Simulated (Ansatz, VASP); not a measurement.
**Two plane-wave programs on Br**

```
CELL_PARAMETERS angstrom
3.22129 0.00000 0.00000
-1.61065 2.78972 0.00000
0.00000 0.00000 4.33320
ATOMIC_POSITIONS crystal
Br 0.33333 0.66667 0.00000
Br 0.66667 0.33333 0.00000
```

Alike in both runs: task relaxation of cell and atoms; functional PBE; k mesh 6 × 6 × 4; occupations gaussian, width 0.1 eV; no spin polarisation.

|  | VASP | Ansatz |
| --- | --- | --- |
| version | VASP 6.6.1 | Ansatz 0.2.0 |
| potentials or method | VASP PAW PBE potentials, release 64 (Br), cutoff 600 eV | scalar-relativistic, plane waves, PAW |
| valence electrons in the cell | 14 | 14 |

Ansatz gave:

- gap on the k mesh at the Fermi level, each at its own relaxed structure (eV): none
- relaxed volume (Å³/atom): 46.95
- relaxed cell length with the largest relative difference (Å): 4.497

Question: What did VASP give for the same quantities?

Answer: gap on the k mesh at the Fermi level, each at its own relaxed structure (eV): none; relaxed volume (Å³/atom): 47.99; relaxed cell length with the largest relative difference (Å): 4.603.

A gap of «none» marks a metal or a gap that the smearing closes.

The k mesh is coarse, so the values compare programs but aren't converged. Noted on VASP's run: the volume moved by over 15 % at a fixed basis, so the end points are rough.
